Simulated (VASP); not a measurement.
Input of a VASP 6.6.1 run:

The input INCAR:

```
ALGO = Normal
EDIFF = 1E-6
EDIFFG = -0.04
ENCUT = 600
GGA = PE
IBRION = 2
ISIF = 3
ISMEAR = 0
LASPH = True
LCHARG = False
LREAL = False
LWAVE = False
NELM = 100
NSW = 90
PREC = Accurate
SIGMA = 0.1
```

KPOINTS

```
k-points
0
Gamma
  6 6 2
```

File POSCAR:

```
Ti2NbB3
1.0
    2.8303619300      0.0000000000      0.0000000000
    0.0000000000      2.8303619300      0.0000000000
    0.0000000000      0.0000000000     10.5323416000
Ti Nb B
2 1 3
Direct
    0.5000000000      0.5000000000      0.8681410000
    0.5000000000      0.5000000000      0.1318590000
    0.0000000000      0.0000000000      0.0000000000
    0.0000000000      0.0000000000      0.6647679800
    0.0000000000      0.0000000000      0.3352320200
    0.5000000000      0.5000000000      0.5000000000
```

Potentials or basis: VASP PAW PBE potentials, release 64 (Ti_sv, Nb_sv, B).

Command:

```console
$ cat potpaw_PBE.64/Ti_sv/POTCAR potpaw_PBE.64/Nb_sv/POTCAR potpaw_PBE.64/B/POTCAR > POTCAR
$ mpirun -np 1 vasp_std > vasp.out
```

(1) Predict the band gap on the k mesh.

(2) Estimate the relaxed cell.

Answers

(1) zero (band 23 reaches 9.73 eV, above the bottom of band 24 at 8.12 eV).

(2) a = 3.071 Å, b = 3.071 Å, c = 7.542 Å, α = 90.00°, β = 90.00°, γ = 90.00°.

Caveat: the k points lie up to 0.42 Å⁻¹ apart in the final cell.
